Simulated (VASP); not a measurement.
# TaN in VASP: further runs, part 2 of 2

VASP 6.6.1. Earlier steps stand in the parts before.

## Step 3: Single point, PBEsol

This run uses another cell than the first one, of 10.06 Å³/atom, 0.987 times its volume.

INCAR

```
PREC = Accurate
ENCUT = 520
EDIFF = 1E-6
ISMEAR = -1
SIGMA = 0.05
LREAL = F
LASPH = T
NELM = 100
ALGO = Normal
ISIF = 2
LWAVE = F
LCHARG = F
GGA = PS
NBANDS = 15
```

KPOINTS

```
regular mesh
0
Gamma
  10 10 10
```

POSCAR

```
TaN
1.0
    2.7202861566      0.0000000000      0.0000000000
    0.0000000000      2.7202861566      0.0000000000
    0.0000000000      0.0000000000      2.7202861566
Ta N
1 1
Direct
    0.0000000000      0.0000000000      0.0000000000
    0.5000000000      0.5000000000      0.5000000000
```

Potentials or basis: VASP PAW PBE potentials, release 64 (Ta_pv, N).

On the command line:

```
cat potpaw_PBE.64/Ta_pv/POTCAR potpaw_PBE.64/N/POTCAR > POTCAR
mpirun -np 1 vasp_std > vasp.out
```

OUTCAR:

```text
PREC = Accurate
   ENCUT = 520
   EDIFF = 1E-6
   ISMEAR = -1
   LREAL = F
   LASPH = T
   NELM = 100
   ISIF = 2
   GGA = PS

 ion  position               nearest neighbor table
   1  0.000  0.000  0.000-   2 2.36   2 2.36   2 2.36   2 2.36   2 2.36   2 2.36   2 2.36   2 2.36

   2  0.500  0.500  0.500-   1 2.36   1 2.36   1 2.36   1 2.36   1 2.36   1 2.36   1 2.36   1 2.36

  LATTYP: Found a simple cubic cell.
 ALAT       =     2.7202861566

  Lattice vectors:

 A1 = (   2.7202861566,   0.0000000000,   0.0000000000)
 A2 = (   0.0000000000,   2.7202861566,   0.0000000000)
 A3 = (   0.0000000000,   0.0000000000,   2.7202861566)

Analysis of symmetry for initial positions (statically):
=====================================================================
 Subroutine PRICEL returns:
 Original cell was already a primitive cell.

 Routine SETGRP: Setting up the symmetry group for a
 simple cubic supercell.

 Subroutine GETGRP returns: Found 48 space group operations
 (whereof 48 operations were pure point group operations)
 out of a pool of 48 trial point group operations.

The static configuration has the point symmetry O_h .

Analysis of symmetry for dynamics (positions and initial velocities):
=====================================================================
 Subroutine PRICEL returns:
 Original cell was already a primitive cell.

 Routine SETGRP: Setting up the symmetry group for a
 simple cubic supercell.

 Subroutine GETGRP returns: Found 48 space group operations
 (whereof 48 operations were pure point group operations)
 out of a pool of 48 trial point group operations.

The dynamic configuration has the point symmetry O_h .

 Subroutine INISYM returns: Found 48 space group operations
 (whereof 48 operations are pure point group operations),
 and found     1 'primitive' translations

----------------------------------------------------------------------------------------
[... 115 lines left out ...]
  Fermi-wavevector in a.u.,A,eV,Ry     =   1.516469  2.865711 31.289026  2.299679
  Thomas-Fermi vector in A             =   2.625855
   LORBIT       =      0    0 simple, 1 ext, 2 COOP (PROOUT), +10 PAW based schemes
   GGA     = PS    functional components
   LHFCALC =     F    Hartree Fock is set to
   AEXX    =    0.0000 exact exchange contribution
   IVDW    =     0    specifies the selected vdW correction
   LEPSILON=     F    determine dielectric tensor
   LRPA    =     F    only Hartree local field effects (RPA)
 non-spin polarized calculation
  energy-cutoff  :      520.00
  volume of cell :       20.13
 maximum number of plane-waves:       554
   NGX = 11   NGY = 11   NGZ = 11

 number of electron      16.0000007 magnetization

 Free energy of the ion-electron system (eV)
  ---------------------------------------------------
  ext. energy  EPLUGINS =         0.00000000
  ---------------------------------------------------
  free energy    TOTEN  =       -22.27738044 eV

  energy without entropy =      -22.27720091  energy(sigma->0) =      -22.27729068

 E-fermi :   9.5401     XC(G=0): -13.9622

 val. band max:        9.3242630357   @ k =   0.2000   0.2000   0.0000
 cond. band min:       9.7909116225   @ k =   0.3000   0.2000   0.2000
 fundamental gap:      0.4666485868
 Fermi energy:         9.5400990966

 k-point     1 :       0.0000    0.0000    0.0000
  band No.  band energies     occupation
      1     -25.6024      2.00000
      2     -25.6024      2.00000
      3     -25.6024      2.00000
      4      -9.0304      2.00000
      5       4.5034      2.00000
      6       4.5034      2.00000
      7       6.7607      2.00000
      8       6.7607      2.00000
      9       6.7607      2.00000
     10      12.1183      0.00000
     11      13.5125      0.00000
     12      13.5125      0.00000
     13      13.5125      0.00000
     14      22.3221      0.00000
[... 401 lines left out ...]
      2     -25.6480      2.00000
      3     -25.6253      2.00000
      4      -7.1980      2.00000
      5       1.5533      2.00000
      6       4.3848      2.00000
      7       5.3484      2.00000
      8       6.3567      2.00000
      9      10.3573      0.00000
     10      12.2162      0.00000
     11      14.0054      0.00000
     12      14.2993      0.00000
     13      16.4088      0.00000
     14      22.1889      0.00000
     15      22.3201      0.00000

 [... further k-points ...]
[... 5 lines left out ...]
  --------------------------------------------------------------------------------------
  -------------------------------------------------------------------------------------
  Total        0.1205128      0.1205128      0.1205128      0.0000000      0.0000000      0.0000000
  in kB        9.5917980      9.5917980      9.5917980      0.0000000      0.0000000      0.0000000
  external PRESSURE =       9.5917980 kB  Pullay stress =       0.0000000 kB

 VOLUME and BASIS-vectors are now :
 -----------------------------------------------------------------------------
  energy-cutoff  :      520.00
  volume of cell :       20.13
      direct lattice vectors                 reciprocal lattice vectors
     2.720286157  0.000000000  0.000000000     0.367608385  0.000000000  0.000000000
     0.000000000  2.720286157  0.000000000     0.000000000  0.367608385  0.000000000
     0.000000000  0.000000000  2.720286157     0.000000000  0.000000000  0.367608385

 POSITION                                       TOTAL-FORCE (eV/Angst)
 -----------------------------------------------------------------------------------
      0.00000      0.00000      0.00000         0.000000      0.000000      0.000000
      1.36014      1.36014      1.36014         0.000000      0.000000      0.000000
 -----------------------------------------------------------------------------------
    total drift:                                0.000000      0.000000      0.000000

  FREE ENERGIE OF THE ION-ELECTRON SYSTEM (eV)
  ---------------------------------------------------
  free  energy   TOTEN  =       -22.2773804446 eV

  energy  without entropy=      -22.2772009102  energy(sigma->0) =      -22.27729068
```

OSZICAR:

```text
N       E                     dE             d eps       ncg     rms          rms(c)
DAV:   1     0.979911163767E+02    0.97991E+02   -0.86723E+03  1680   0.112E+03
DAV:   2    -0.215235879156E+02   -0.11951E+03   -0.11245E+03  2058   0.306E+02
DAV:   3    -0.243542234584E+02   -0.28306E+01   -0.28199E+01  1925   0.459E+01
DAV:   4    -0.243633809893E+02   -0.91575E-02   -0.91569E-02  2121   0.295E+00
DAV:   5    -0.243634170910E+02   -0.36102E-04   -0.36102E-04  1940   0.171E-01    0.222E+01
DAV:   6    -0.223728584854E+02    0.19906E+01   -0.29026E+00  2030   0.202E+01    0.987E+00
DAV:   7    -0.223124651711E+02    0.60393E-01   -0.44549E-01  1778   0.525E+00    0.659E+00
DAV:   8    -0.222830619989E+02    0.29403E-01   -0.13923E-01  2100   0.311E+00    0.140E+00
DAV:   9    -0.222775111683E+02    0.55508E-02   -0.10922E-02  1862   0.835E-01    0.162E-01
DAV:  10    -0.222774432937E+02    0.67875E-04   -0.73829E-04  2058   0.317E-01    0.903E-02
DAV:  11    -0.222773798699E+02    0.63424E-04   -0.11156E-04  1918   0.990E-02    0.850E-03
DAV:  12    -0.222773804446E+02   -0.57469E-06   -0.98715E-06  1988   0.287E-02
   1 F= -.22277380E+02 E0= -.22277291E+02  d E =-.179534E-03
```

stdout:

```text
POSCAR found type information on POSCAR TaN
 POSCAR found :  2 types and       2 ions
 scaLAPACK will be used
 -----------------------------------------------------------------------------
|                                                                             |
|                                                                             |
|     You enforced a specific xc type in the INCAR file but a different       |
|     I HOPE YOU KNOW WHAT YOU ARE DOING!                                     |
|                                                                             |
 -----------------------------------------------------------------------------

 LDA part: xc-table for (Slater+PW92), standard interpolation
 POSCAR, INCAR and KPOINTS ok, starting setup
 FFT: planning ... GRIDC
 FFT: planning ... GRID_SOFT
 FFT: planning ... GRID
 WAVECAR not read
 entering main loop
```

It took 17 s on 1 thread of Intel Xeon 8259CL, shared host; peak memory 0.14 GiB.

What came out:

```yaml
Free_energy: -22.2774 eV
Pressure: 1.0 GPa
Band_gap_on_the_k_mesh: zero (band 8 reaches 15.85 eV, above the bottom of band 9 at 6.76 eV)
```

Caveat: the PAW data sets were made with another functional, which shifts forces and pressure a little; spin-orbit coupling is left out, which moves the levels of the heavy elements.

## Step 4: Single point, PBEsol+D3(BJ)

This run uses another cell than the first one, of 9.84 Å³/atom, 0.964 times its volume.

INCAR

```
SYSTEM = TaN
  PREC = Accurate
  ENCUT = 520
  EDIFF = 1E-7
  ISMEAR = -1
  SIGMA = 0.05
  LREAL = .FALSE.
  LASPH = .TRUE.
  NELM = 100
  ALGO = Normal
  ISIF = 2
  LWAVE = .FALSE.
  LCHARG = .FALSE.
  GGA = PS
  IVDW = 12
  NBANDS = 15
```

KPOINTS

```
Automatic mesh
0
G
  10 10 10
  0 0 0
```

POSCAR

```
TaN
1.0
    2.6994414465      0.0000000000      0.0000000000
    0.0000000000      2.6994414465      0.0000000000
    0.0000000000      0.0000000000      2.6994414465
Ta N
1 1
Direct
    0.0000000000      0.0000000000      0.0000000000
    0.5000000000      0.5000000000      0.5000000000
```

On the command line:

```
cat potpaw_PBE.64/Ta_pv/POTCAR potpaw_PBE.64/N/POTCAR > POTCAR
mpirun -np 1 vasp_std > vasp.out
```

It took 21 s on 1 thread of Intel Xeon 8259CL, shared host; peak memory 0.15 GiB.

It converged, with:

```yaml
Free_energy: -23.2704 eV
Pressure: 1.1 GPa
Band_gap_on_the_k_mesh: zero (band 8 reaches 16.32 eV, above the bottom of band 9 at 6.99 eV)
Dispersion_energy_per_atom: -0.504 eV
```

Levels at points of the mesh, in eV from the Fermi level:
```tsv
k point	band 4	band 5	band 6	band 7	band 8	band 9	band 10	band 11	band 12	band 13
(0.00, 0.00, 0.00)	-18.79	-5.18	-5.18	-2.83	-2.83	-2.83	2.88	4.09	4.09	4.09
(0.50, 0.00, 0.00)	-15.78	-10.45	-4.92	-4.92	-3.88	4.10	4.74	5.53	5.53	9.00
(0.50, 0.50, 0.00)	-16.60	-6.17	-6.17	-3.92	-2.19	0.62	0.62	0.92	7.30	11.90
(0.50, 0.50, 0.50)	-14.33	-9.63	-9.63	-9.63	6.50	6.50	6.50	7.63	7.63	8.63
```

Caveat: the PAW data sets were made with another functional, which shifts forces and pressure a little; spin-orbit coupling is left out, which moves the levels of the heavy elements; pairwise dispersion overbinds metals, which lowers pressure and volume.

## Step 5: Single point, PBEsol+D3(BJ)

This run uses another cell than the first one, of 9.89 Å³/atom, 0.970 times its volume.

INCAR

```
ALGO = Normal
EDIFF = 1E-6
ENCUT = 520
GGA = PS
ISIF = 2
ISMEAR = -1
IVDW = 12
LASPH = True
LCHARG = False
LREAL = False
LWAVE = False
NBANDS = 15
NELM = 80
PREC = Accurate
SIGMA = 0.05
```

KPOINTS

```
k-points
0
Gamma
  10 10 10
```

POSCAR

```
TaN
1.0
    2.7042525582      0.0000000000      0.0000000000
    0.0000000000      2.7042525582      0.0000000000
    0.0000000000      0.0000000000      2.7042525582
Ta N
1 1
Direct
    0.0000000000      0.0000000000      0.0000000000
    0.5000000000      0.5000000000      0.5000000000
```

On the command line:

```
cat potpaw_PBE.64/Ta_pv/POTCAR potpaw_PBE.64/N/POTCAR > POTCAR
mpirun -np 1 vasp_std > vasp.out
```

Run time: 19 s. Hardware: 1 thread of Intel Xeon 8259CL, shared host; peak memory 0.15 GiB.

The run converged. Its results:

| Item | Value |
| --- | --- |
| Free energy | -23.2706 eV |
| Pressure | -0.8 GPa |
| Band gap on the k mesh | zero (band 8 reaches 16.21 eV, above the bottom of band 9 at 6.94 eV) |
| Dispersion energy per atom | -0.501 eV |

Levels at points of the mesh, in eV from the Fermi level:
| k point | band 5 | band 6 | band 7 | band 8 | band 9 | band 10 | band 11 | band 12 |
| --- | --- | --- | --- | --- | --- | --- | --- | --- |
| (0.00, 0.00, 0.00) | -5.15 | -5.15 | -2.82 | -2.82 | -2.82 | 2.81 | 4.06 | 4.06 |
| (0.50, 0.00, 0.00) | -10.41 | -4.90 | -4.90 | -3.85 | 4.07 | 4.70 | 5.50 | 5.50 |
| (0.50, 0.50, 0.00) | -6.15 | -6.15 | -3.91 | -2.17 | 0.62 | 0.62 | 0.90 | 7.25 |
| (0.50, 0.50, 0.50) | -9.58 | -9.58 | -9.58 | 6.46 | 6.46 | 6.46 | 7.57 | 7.57 |

Caveat: three body term missing; the PAW data sets were made with another functional, which shifts forces and pressure a little; spin-orbit coupling is left out, which moves the levels of the heavy elements; pairwise dispersion overbinds metals, which lowers pressure and volume.

## Step 6: Single point, PBEsol+D4

This run uses another cell than the first one, of 9.98 Å³/atom, 0.979 times its volume.

INCAR

```
SYSTEM = TaN
PREC = Accurate
ENCUT = 520
EDIFF = 1E-6
ISMEAR = -1
SIGMA = 0.05
LREAL = .FALSE.
LASPH = .TRUE.
NELM = 100
ALGO = Normal
ISIF = 2
LWAVE = .FALSE.
LCHARG = .FALSE.
GGA = PS
IVDW = 13
NBANDS = 15
```

KPOINTS

```
Automatic mesh
0
G
  10 10 10
  0 0 0
```

POSCAR

```
TaN
1.0
    2.7125892666      0.0000000000      0.0000000000
    0.0000000000      2.7125892666      0.0000000000
    0.0000000000      0.0000000000      2.7125892666
Ta N
1 1
Direct
    0.0000000000      0.0000000000      0.0000000000
    0.5000000000      0.5000000000      0.5000000000
```

Potentials or basis: VASP PAW PBE potentials, release 64 (Ta_pv, N).

On the command line:

```
cat potpaw_PBE.64/Ta_pv/POTCAR potpaw_PBE.64/N/POTCAR > POTCAR
mpirun -np 1 vasp_std > vasp.out
```

Run time: 20 s. Hardware: 1 thread of Intel Xeon 8259CL, shared host; peak memory 0.14 GiB.

The run converged. Its results:

```
Free energy                : -22.6514 eV
Pressure                   : 1.0 GPa
Band gap on the k mesh     : zero (band 8 reaches 16.02 eV, above the bottom of band 9 at 6.84 eV)
Dispersion energy per atom : -0.188 eV
```

Levels at points of the mesh, in eV from the Fermi level:
| k point | band 5 | band 6 | band 7 | band 8 | band 9 | band 10 | band 11 | band 12 |
| --- | --- | --- | --- | --- | --- | --- | --- | --- |
| (0.00, 0.00, 0.00) | -5.09 | -5.09 | -2.80 | -2.80 | -2.80 | 2.69 | 4.02 | 4.02 |
| (0.50, 0.00, 0.00) | -10.34 | -4.85 | -4.85 | -3.81 | 4.02 | 4.64 | 5.43 | 5.43 |
| (0.50, 0.50, 0.00) | -6.11 | -6.11 | -3.88 | -2.15 | 0.62 | 0.62 | 0.86 | 7.15 |
| (0.50, 0.50, 0.50) | -9.48 | -9.48 | -9.48 | 6.38 | 6.38 | 6.38 | 7.47 | 7.47 |

Caveat: the PAW data sets were made with another functional, which shifts forces and pressure a little; spin-orbit coupling is left out, which moves the levels of the heavy elements; pairwise dispersion overbinds metals, which lowers pressure and volume.

## Step 7: Overview

| level | cell | gap on the mesh (eV) | pressure (GPa) |
| --- | --- | --- | --- |
| PBE | a = 2.732 Å, 2 atoms | none | 7.5 |
| PBEsol | a = 2.720 Å, 2 atoms | none | 1.0 |
| PBEsol+D3(BJ) | a = 2.699 Å, 2 atoms | none | 1.1 |
| PBEsol+D3(BJ) | a = 2.704 Å, 2 atoms | none | -0.8 |
| PBEsol+D4 | a = 2.713 Å, 2 atoms | none | 1.0 |

Alike in all rows: task single point; potentials or basis VASP PAW PBE potentials, release 64 (Ta_pv, N); no spin polarisation; k mesh 10 × 10 × 10; cutoff (eV) 520; smearing fermi-dirac 0.05 eV.

Caveats: spin-orbit coupling is left out, which moves the levels of the heavy elements; the PAW data sets were made with another functional, which shifts forces and pressure a little (some runs); pairwise dispersion overbinds metals, which lowers pressure and volume (some runs); three body term missing (some runs).

Total energies depend on the potentials used, so only differences within one code and one set of settings carry meaning.
